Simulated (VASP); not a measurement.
# Si (P4/nmm) in VASP: single point with PBEsol

Aim: the single point of Si with PBEsol.

Program: VASP 6.6.1. These are calculated values, not measurements. Logs are shortened: lines on timing, memory, paths and dates and some standing lists are left out, and cuts for length are marked.

## 1. The cell of the first run

Symmetry: P4/nmm, No. 129, tetragonal system. The conventional cell has a = 4.211 Å, b = 4.211 Å, c = 7.078 Å, α = 90.00°, β = 90.00°, γ = 90.00°. Within 5.1 Å of Si (site symmetry 4mm) lie 8 Si at 3.87 to 4.21 Å.

## 2. Single point, PBEsol

The input, INCAR:

```
PREC = Accurate
ENCUT = 500
EDIFF = 1E-6
ISMEAR = -1
SIGMA = 0.05
LREAL = False
LASPH = True
NELM = 120
ALGO = Normal
ISIF = 2
LWAVE = False
LCHARG = False
GGA = PS
NBANDS = 11
GGA_COMPAT = False
```

The input, KPOINTS:

```
Automatic mesh
0
Gamma
  6 6 4
```

The input, POSCAR:

```
Si
1.0
    4.2110000000      0.0000000000      0.0000000000
    0.0000000000      4.2110000000      0.0000000000
    0.0000000000      0.0000000000      7.0780000000
Si
2
Direct
    0.5000000000      0.0000000000      0.1750000000
    0.0000000000      0.5000000000      0.8250000000
```

Potentials or basis: VASP PAW PBE potentials, release 64 (Si).

On the command line:

```sh
> cat potpaw_PBE.64/Si/POTCAR > POTCAR
> mpirun -np 1 vasp_std > vasp.out
```

OUTCAR:

```text
PREC = Accurate
   ENCUT = 500
   EDIFF = 1E-6
   ISMEAR = -1
   LREAL = False
   LASPH = True
   NELM = 120
   ISIF = 2
   GGA = PS

 ion  position               nearest neighbor table
   1  0.500  0.000  0.175-
   2  0.000  0.500  0.825-

  LATTYP: Found a simple tetragonal cell.
 ALAT       =     4.2110000000
 C/A-ratio  =     1.6808359060

  Lattice vectors:

 A1 = (   4.2110000000,   0.0000000000,   0.0000000000)
 A2 = (   0.0000000000,   4.2110000000,   0.0000000000)
 A3 = (   0.0000000000,   0.0000000000,   7.0780000000)

Analysis of symmetry for initial positions (statically):
=====================================================================
 Subroutine PRICEL returns:
 Original cell was already a primitive cell.

 Routine SETGRP: Setting up the symmetry group for a
 simple tetragonal supercell.

 Subroutine GETGRP returns: Found 16 space group operations
 (whereof  8 operations were pure point group operations)
 out of a pool of 16 trial point group operations.

The static configuration has the point symmetry D_2d.
 The point group associated with its full space group is D_4h.

Analysis of symmetry for dynamics (positions and initial velocities):
=====================================================================
 Subroutine PRICEL returns:
 Original cell was already a primitive cell.

 Routine SETGRP: Setting up the symmetry group for a
 simple tetragonal supercell.

 Subroutine GETGRP returns: Found 16 space group operations
 (whereof  8 operations were pure point group operations)
 out of a pool of 16 trial point group operations.

The dynamic configuration has the point symmetry D_2d.
 The point group associated with its full space group is D_4h.

 Subroutine INISYM returns: Found 16 space group operations
 (whereof  8 operations are pure point group operations),
 and found     1 'primitive' translations

----------------------------------------------------------------------------------------

                                     Primitive cell

  volume of cell :     125.5108

  direct lattice vectors                    reciprocal lattice vectors
     4.211000000  0.000000000  0.000000000     0.237473284  0.000000000  0.000000000
     0.000000000  4.211000000  0.000000000     0.000000000  0.237473284  0.000000000
     0.000000000  0.000000000  7.078000000     0.000000000  0.000000000  0.141282848

  length of vectors
     4.211000000  4.211000000  7.078000000     0.237473284  0.237473284  0.141282848

  position of ions in fractional coordinates (direct lattice)
     0.500000000  0.000000000  0.175000000
     0.000000000  0.500000000  0.825000000

  ion indices of the primitive-cell ions
   primitive index   ion index
                 1           1
                 2           2

----------------------------------------------------------------------------------------

 KPOINTS: Automatic mesh

Automatic generation of k-mesh.
 Grid dimensions read from file:
 generate k-points for:    6    6    4

 Generating k-lattice:

  Cartesian coordinates                     Fractional coordinates (reciprocal lattice)
     0.039578881  0.000000000  0.000000000     0.166666667  0.000000000  0.000000000
     0.000000000  0.039578881  0.000000000     0.000000000  0.166666667  0.000000000
     0.000000000  0.000000000  0.035320712     0.000000000  0.000000000  0.250000000

  Length of vectors
     0.039578881  0.039578881  0.035320712

  Shift w.r.t. Gamma in fractional coordinates (k-lattice)
     0.000000000  0.000000000  0.000000000

 Subroutine IBZKPT returns following result:
 ===========================================

 Found     30 irreducible k-points:

 Following reciprocal coordinates:
            Coordinates               Weight
  0.000000  0.000000  0.000000      1.000000
  0.166667  0.000000  0.000000      4.000000
  0.333333  0.000000  0.000000      4.000000
  0.500000  0.000000  0.000000      2.000000
  0.166667  0.166667  0.000000      4.000000
  0.333333  0.166667  0.000000      8.000000
[... 16 lines left out ...]
  0.333333  0.000000  0.500000      4.000000
  0.500000  0.000000  0.500000      2.000000
 [... further k-points ...]
   k-points           NKPTS =     30   k-points in BZ     NKDIM =     30   number of bands    NBANDS=     11
   number of dos      NEDOS =    301   number of ions     NIONS =      2
   total plane-waves  NPLWV =  55296
   dimension x,y,z NGX =    32 NGY =   32 NGZ =   54
   dimension x,y,z NGXF=    64 NGYF=   64 NGZF=  108
   ions per type =               2
   NGX,Y,Z   is equivalent  to a cutoff of  12.63, 12.63, 12.68 a.u.
   NGXF,Y,Z  is equivalent  to a cutoff of  25.27, 25.27, 25.37 a.u.
 SYSTEM =  unknown system
   PREC   = accura    normal or accurate (medium, high low for compatibility)
   ISTART =      0    job   : 0-new  1-cont  2-samecut
   ICHARG =      2    charge: 1-file 2-atom 10-const
   ISPIN  =      1    spin polarized calculation?
   LNONCOLLINEAR =      F non collinear calculations
   LSORBIT =      F    spin-orbit coupling
   LASPH  =      T    aspherical Exc in radial PAW
   ENCUT  =  500.0 eV  36.75 Ry    6.06 a.u.   7.68  7.68 12.90*2*pi/ulx,y,z
   NELM   =    120;   NELMIN=  2; NELMDL= -5     # of ELM steps
   EDIFF  = 0.1E-05   stopping-criterion for ELM
   LREAL  =      F    real-space projection
   EDIFFG = 0.1E-04   stopping-criterion for IOM
   NSW    =      0    number of steps for IOM
   IBRION =     -1    ionic relax: 0-MD 1-quasi-New 2-CG
   NFREE  =      0    steps in history (QN), initial steepest desc. (CG)
   ISIF   =      2    stress and relaxation
   ISYM   =      2    0-nonsym 1-usesym 2-fastsym
   POTIM  = 0.5000    time-step for ionic-motion
   TEBEG  =    0.0;   TEEND  =   0.0 temperature during run
   PSTRESS=    0.0 pullay stress
   NELECT =       8.0000    total number of electrons
   NUPDOWN=      -1.0000    fix difference up-down
   EMIN   =  10.00;   EMAX   =-10.00  energy-range for DOS
   EFERMI =   0.00;   METHOD = LEGACY
   ISMEAR =    -1;   SIGMA  =   0.05  broadening in eV -4-tet -1-fermi 0-gaus
   EFERMI_NEDOS =   21; number of points for ismear=-14 and -15
   IALGO  =     38    algorithm
   IMIX   =      4    mixing-type and parameters
     AMIX     =   0.40;   BMIX     =  1.00
     AMIX_MAG =   1.60;   BMIX_MAG =  1.00
  volume/ion in A,a.u.               =      62.76       423.49
  Fermi-wavevector in a.u.,A,eV,Ry     =   0.653950  1.235786  5.818538  0.427650
  Thomas-Fermi vector in A             =   1.724353
   LORBIT       =      0    0 simple, 1 ext, 2 COOP (PROOUT), +10 PAW based schemes
   GGA     = PS    functional components
   LHFCALC =     F    Hartree Fock is set to
   AEXX    =    0.0000 exact exchange contribution
   IVDW    =     0    specifies the selected vdW correction
   LEPSILON=     F    determine dielectric tensor
   LRPA    =     F    only Hartree local field effects (RPA)
 non-spin polarized calculation
  energy-cutoff  :      500.00
  volume of cell :      125.51
 maximum number of plane-waves:      3210
 NGX is ok and might be reduce to    32
   NGX = 15   NGY = 15   NGZ = 25

 number of electron       7.9999999 magnetization

 Free energy of the ion-electron system (eV)
  ---------------------------------------------------
  ext. energy  EPLUGINS =         0.00000000
  ---------------------------------------------------
  free energy    TOTEN  =        -4.76517750 eV

  energy without entropy =       -4.75049498  energy(sigma->0) =       -4.75783624

 E-fermi :  -0.9222     XC(G=0):  -5.9214

 val. band max:       -0.9585199678   @ k =   0.1667   0.0000   0.0000
 cond. band min:      -0.9143894159   @ k =   0.1667   0.1667   0.2500
 fundamental gap:      0.0441305519
 Fermi energy:        -0.9222246306

 k-point     1 :       0.0000    0.0000    0.0000
  band No.  band energies     occupation
      1      -8.3246      2.00000
      2      -6.9938      2.00000
      3      -1.7445      2.00000
      4      -0.0434      0.00000
      5      -0.0434      0.00000
      6       0.5269      0.00000
      7       1.2493      0.00000
      8       1.2493      0.00000
      9       3.7423      0.00000
     10       4.3815      0.00000
     11       4.4274      0.00000

 k-point     2 :       0.1667    0.0000    0.0000
  band No.  band energies     occupation
      1      -8.1808      2.00000
      2      -6.9735      2.00000
      3      -1.6252      2.00000
      4      -0.9585      1.34781
      5       0.0825      0.00000
      6       0.4665      0.00000
      7       0.8198      0.00000
      8       1.2382      0.00000
      9       4.2932      0.00000
     10       4.4151      0.00000
     11       5.3883      0.00000

 k-point     3 :       0.3333    0.0000    0.0000
  band No.  band energies     occupation
      1      -7.7935      2.00000
      2      -7.0200      2.00000
      3      -1.8618      2.00000
      4      -1.5601      1.99999
      5      -0.3497      0.00002
      6       0.4195      0.00000
      7       0.6180      0.00000
      8       1.1338      0.00000
      9       4.5250      0.00000
     10       5.0495      0.00000
     11       6.2532      0.00000

 k-point     4 :       0.5000    0.0000    0.0000
  band No.  band energies     occupation
      1      -7.3203      2.00000
      2      -7.3203      2.00000
      3      -1.9814      2.00000
      4      -1.9814      2.00000
      5       0.0092      0.00000
      6       0.0092      0.00000
      7       0.8346      0.00000
      8       0.8346      0.00000
      9       5.0119      0.00000
     10       5.0119      0.00000
     11       6.1083      0.00000
[... 239 lines left out ...]
 k-point    22 :       0.1667    0.0000    0.5000
  band No.  band energies     occupation
      1      -8.1256      2.00000
      2      -7.0748      2.00000
      3      -1.1862      1.98986
      4      -1.1573      1.98201
      5       0.1283      0.00000
      6       0.3842      0.00000
      7       0.6007      0.00000
      8       1.1581      0.00000
      9       4.6418      0.00000
     10       4.8323      0.00000
     11       5.7224      0.00000

 k-point    23 :       0.3333    0.0000    0.5000
  band No.  band energies     occupation
      1      -7.7513      2.00000
      2      -7.0709      2.00000
      3      -2.0716      2.00000
      4      -1.6439      2.00000
      5       0.2780      0.00000
      6       0.4530      0.00000
      7       0.6321      0.00000
      8       1.0945      0.00000
      9       4.2543      0.00000
     10       5.2885      0.00000
     11       5.3066      0.00000

 k-point    24 :       0.5000    0.0000    0.5000
  band No.  band energies     occupation
      1      -7.3119      2.00000
      2      -7.3119      2.00000
      3      -2.2104      2.00000
      4      -2.2104      2.00000
      5       0.5412      0.00000
      6       0.5412      0.00000
      7       0.8404      0.00000
      8       0.8404      0.00000
      9       4.3511      0.00000
     10       4.3511      0.00000
     11       6.1783      0.00000

 [... further k-points ...]

------------------------ aborting loop because EDIFF is reached ----------------------------------------

  FORCE on cell =-STRESS in cart. coord.  units (eV):
  Direction    XX          YY          ZZ          XY          YZ          ZX
  --------------------------------------------------------------------------------------
  -------------------------------------------------------------------------------------
  Total       -5.5382882     -5.5382882     -3.9158489      0.0000000      0.0000000      0.0000000
  in kB      -70.6976684    -70.6976684    -49.9868156      0.0000000      0.0000000      0.0000000
  external PRESSURE =     -63.7940508 kB  Pullay stress =       0.0000000 kB

 VOLUME and BASIS-vectors are now :
 -----------------------------------------------------------------------------
  energy-cutoff  :      500.00
  volume of cell :      125.51
      direct lattice vectors                 reciprocal lattice vectors
     4.211000000  0.000000000  0.000000000     0.237473284  0.000000000  0.000000000
     0.000000000  4.211000000  0.000000000     0.000000000  0.237473284  0.000000000
     0.000000000  0.000000000  7.078000000     0.000000000  0.000000000  0.141282848

 POSITION                                       TOTAL-FORCE (eV/Angst)
 -----------------------------------------------------------------------------------
      2.10550      0.00000      1.23865         0.000000      0.000000     -1.358730
      0.00000      2.10550      5.83935         0.000000     -0.000000      1.358730
 -----------------------------------------------------------------------------------
    total drift:                               -0.000000     -0.000000     -0.000000

  FREE ENERGIE OF THE ION-ELECTRON SYSTEM (eV)
  ---------------------------------------------------
  free  energy   TOTEN  =        -4.7651775010 eV

  energy  without entropy=       -4.7504949838  energy(sigma->0) =       -4.75783624
```

Wall time 12 s (1 thread of Intel Xeon 6975P-C (Granite Rapids), shared host); peak memory 0.22 GiB.

What came out:

```
Free energy            : -4.7652 eV
Pressure               : -6.4 GPa
Largest force          : 1.359 eV/Å
Band gap on the k mesh : zero (band 4 reaches -0.02 eV, above the bottom of band 5 at -1.30 eV)
```

Forces on the atoms (eV/Å):
```
Si   0.000  0.000 -1.359
Si   0.000  0.000  1.359
```

Stress tensor (GPa, compression positive):
```
-7.07  0.00  0.00
 0.00 -7.07  0.00
 0.00  0.00 -5.00
```

Caveat: the PAW data sets were made with another functional, which shifts forces and pressure a little.
